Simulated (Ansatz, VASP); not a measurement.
Zn in VASP and in Ansatz

INCAR

```
SYSTEM = Zn
PREC = Accurate
ENCUT = 520
EDIFF = 1E-6
ISMEAR = 0
SIGMA = 0.15
LREAL = .FALSE.
LASPH = .TRUE.
NELM = 80
ALGO = Fast
ISIF = 2
LWAVE = .FALSE.
LCHARG = .FALSE.
GGA = PS
NBANDS = 12
```

The input KPOINTS:

```
regular mesh
0
G
  20 20 20
  0 0 0
```

Contents of POSCAR:

```
Zn
1.0
   -1.4994730113      1.5300745013      1.5912774814
    1.4994730113     -1.5300745013      1.5912774814
    1.4994730113      1.5300745013     -1.5912774814
Zn
1
Direct
    0.0000000000      0.0000000000      0.0000000000
```

Input for Ansatz:

```yaml
crystal:
  lattice:
    - [-1.4994730113, 1.5300745013, 1.5912774814]
    - [1.4994730113, -1.5300745013, 1.5912774814]
    - [1.4994730113, 1.5300745013, -1.5912774814]
  atoms:
    - { symbol: Zn, position: [0.0, 0.0, 0.0] }
basis:
  ecutwfc: 520.0
kpoints:
  mp_grid: { grid: [20, 20, 20] }
hamiltonian:
  xc: pbesol
scf:
  occupations: { method: gaussian, width: 0.15 }
output:
  forces: true
  stress: true
  eigenvalues: true
```

Change from the starting cell: normal strain along x -0.0200, normal strain along z +0.0400.

Alike in both runs: task single point; functional PBEsol; k mesh 20 × 20 × 20; occupations gaussian, width 0.15 eV; no spin polarisation.

|  | VASP | Ansatz |
| --- | --- | --- |
| version | VASP 6.6.1 | Ansatz 0.2.0 |
| potentials or method | VASP PAW PBE potentials, release 64 (Zn), cutoff 520 eV | scalar-relativistic, plane waves, PAW |
| valence electrons in the cell | 12 | 12 |

Ansatz gave:

* gap on the k mesh at the Fermi level (eV): none
* pressure (GPa): -1.7
* traceless stress, the component that is largest in VASP (GPa): 1.52

Task: Which values does VASP return?

Result: gap on the k mesh at the Fermi level (eV): none; pressure (GPa): -1.3; traceless stress, the component that is largest in VASP (GPa): 1.50.

VASP's potentials were made for PBE, not for PBEsol. A gap of «none» marks a metal or a gap that the smearing closes. The functional is the same, so the differences come from potentials, cutoffs and numerics.
